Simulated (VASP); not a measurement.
A run of VASP 6.6.1 is set up as follows.

POSCAR

```
HfO2
1.0
    0.0000000000      2.5291823193      2.5291823193
    2.5291823193      0.0000000000      2.5291823193
    2.5291823193      2.5291823193      0.0000000000
Hf O
1 2
Direct
    0.0000000000      0.0000000000      0.0000000000
    0.2500000000      0.2500000000      0.2500000000
    0.7500000000      0.7500000000      0.7500000000
```

File INCAR.step1:

```
ALGO     = Normal         # electronic algorithm
EDIFF    = 1E-8           # SCF threshold, eV
ENCUT    = 500            # plane-wave cutoff, eV
GGA      = PE             # functional
ISMEAR   = 0              # smearing method
LASPH    = True           # aspherical terms in the spheres
LCHARG   = False          # write CHGCAR
LREAL    = False          # projectors in reciprocal space
LWAVE    = True           # write WAVECAR
NELM     = 60             # most SCF steps
PREC     = Accurate       # precision mode
SIGMA    = 0.01           # smearing width, eV
```

INCAR.step2

```
ALGO     = Exact          # electronic algorithm
EDIFF    = 1E-8           # SCF threshold, eV
ENCUT    = 500            # plane-wave cutoff, eV
GGA      = PE             # functional
ISMEAR   = 0              # smearing method
ISTART   = 1            
LASPH    = True           # aspherical terms in the spheres
LCHARG   = False          # write CHGCAR
LOPTICS  = True           # frequency-dependent dielectric function
LREAL    = False          # projectors in reciprocal space
LWAVE    = True           # write WAVECAR
NBANDS   = 133            # bands
NELM     = 1              # most SCF steps
PREC     = Accurate       # precision mode
SIGMA    = 0.01           # smearing width, eV
```

File INCAR.step3:

```
ALGO     = EVGW0          # electronic algorithm
EDIFF    = 1E-8           # SCF threshold, eV
ENCUT    = 500            # plane-wave cutoff, eV
ENCUTGW  = 140.0          # cutoff of the response function
GGA      = PE             # functional
ISMEAR   = 0              # smearing method
ISTART   = 1            
LASPH    = True           # aspherical terms in the spheres
LCHARG   = False          # write CHGCAR
LREAL    = False          # projectors in reciprocal space
LWAVE    = False          # write WAVECAR
NBANDS   = 133            # bands
NBANDSGW = 20           
NELMGW   = 1            
NOMEGA   = 96             # frequency points
OMEGAMAX = 30           
PREC     = Accurate       # precision mode
PRECFOCK = Fast         
SIGMA    = 0.01           # smearing width, eV
```

Contents of KPOINTS:

```
k-points
0
Gamma
  4 4 4
```

Potentials or basis: VASP PAW PBE potentials, release 64 (Hf_sv_GW, O_GW).

Launch:

```bash
$ cat potpaw_PBE.64/Hf_sv_GW/POTCAR potpaw_PBE.64/O_GW/POTCAR > POTCAR
$ cp INCAR.step1 INCAR
$ mpirun -np 1 vasp_std > vasp.out
$ cp INCAR.step2 INCAR
$ mpirun -np 1 vasp_std > vasp.out
$ cp INCAR.step3 INCAR
$ mpirun -np 1 vasp_std > vasp.out
```

**Question.** What does it give for the quasiparticle gap?

**Answer.** 5.06 eV.

**Question.** What does it give for the least direct quasiparticle gap?

**Answer.** 5.06 eV.

**Question.** Predict the band gap of the starting levels on the mesh.

**Answer.** 3.81 eV.

**Question.** Estimate the least direct gap of the starting levels on the mesh.

**Answer.** 3.81 eV.

Caveat: the k points lie up to 0.54 Å⁻¹ apart; bands, screening cutoff and mesh are small and nothing is extrapolated, so the quasiparticle values aren't converged; spin-orbit coupling is left out, which moves the levels of the heavy elements.
